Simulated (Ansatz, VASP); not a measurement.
## Al2HCl: VASP beside Ansatz

```
Al H Cl
1.0
     1.69550    0.97890    5.56999
    -1.69550    0.97890    5.56999
     0.00000   -1.95779    5.56999
Al H Cl
2 1 1
Direct
  0.76132 0.76132 0.76132
  0.23868 0.23868 0.23868
  0.50000 0.50000 0.50000
  0.00000 0.00000 0.00000
```

Alike in both runs: task relaxation of cell and atoms; functional PBE; k mesh 6 × 6 × 6; occupations gaussian, width 0.1 eV; no spin polarisation.

```csv
,VASP,Ansatz
version,VASP 6.6.1,Ansatz 0.2.0
potentials or method,"VASP PAW PBE potentials, release 64 (Al, H, Cl), cutoff 500 eV","scalar-relativistic, plane waves, PAW"
valence electrons in the cell,14,14
```

```tsv
	VASP	Ansatz	Ansatz less VASP
gap on the k mesh at the Fermi level, each at its own relaxed structure (eV)	none	none	-
relaxed volume (Å³/atom)	15.19	15.21	+0.016
relaxed length of the cell vector where the two differ most in proportion (Å)	6.647	6.640	-0.0063
```

A gap of «none» marks a metal or a gap that the smearing closes.

The k mesh is coarse, so the values compare programs but aren't converged.
